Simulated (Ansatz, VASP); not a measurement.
One calculation of MnS, two programs

```xyz
2
Lattice="0.0000 2.6045 2.6045 2.6045 0.0000 2.6045 2.6045 2.6045 0.0000" Properties=species:S:1:pos:R:3 pbc="T T T"
Mn    0.0000    0.0000    0.0000
S     2.6045    2.6045    2.6045
```

Alike in both runs: task single point; functional revPBE; k mesh 9 × 9 × 9; occupations methfessel-paxton of order 1, width 0.1 eV; collinear spin; Hubbard terms Mn d U = 8.0 eV.

|  | VASP | Ansatz |
| --- | --- | --- |
| version | VASP 6.6.1 | Ansatz 0.2.0 |
| potentials or method | VASP PAW PBE potentials, release 64 (Mn_pv, S) | Ansatz PAW |
| plane-wave cutoff (eV) | 520 | 420 |
| valence electrons in the cell | 19 | 21 |

|  | VASP | Ansatz | Ansatz less VASP |
| --- | --- | --- | --- |
| gap on the k mesh at the Fermi level (eV) | 1.65 | 1.24 | -0.410 |
| least direct gap on the mesh (eV) | 3.37 | 3.23 | -0.146 |
| pressure (GPa) | 9.1 | 11.3 | +2.21 |
| net moment per atom (μB) | 2.50 | 2.50 | 0.000 |
| size of the moment on the site where the two differ most (μB) | 4.72 | 4.60 | -0.122 |

VASP's potentials were made for PBE, not for revPBE. Site moments also hang on the region over which each program counts them. The programs project onto different local orbitals, so the same U acts differently, and such runs can settle in different states. VASP's potentials hold 19 valence electrons a cell and Ansatz's 21, so a difference there can come from the potentials and not from the codes.

Noted on Ansatz's run: the magnetic or orbital state may not be the lowest; odd divisions of the mesh miss points on the zone boundary, where band edges often lie, so the gap on the mesh can be too wide.
